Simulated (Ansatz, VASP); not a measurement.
## K2S: VASP beside Ansatz

```
S K
1.0
     0.00000    3.62717    3.62717
     3.62717    0.00000    3.62717
     3.62717    3.62717    0.00000
S K
1 2
Direct
  0.00000 0.00000 0.00000
  0.25000 0.25000 0.25000
  0.75000 0.75000 0.75000
```

Alike in both runs: task single point; functional r2SCAN; k mesh 6 × 6 × 6; no spin polarisation.

```csv
,VASP,Ansatz
version,VASP 6.6.1,Ansatz 0.2.0
potentials or method,"VASP PAW PBE potentials, release 64 (S, K_sv)","plane waves, PAW"
plane-wave cutoff (eV),550,500
occupations,"gaussian, width 0.01 eV",fixed
valence electrons in the cell,24,24
```

```csv
,VASP,Ansatz,Ansatz less VASP
gap on the k mesh at the Fermi level (eV),2.91,2.91,-0.005
pressure (GPa),1.5,1.4,-0.04
```

VASP's potentials were made for PBE, not for r2SCAN.
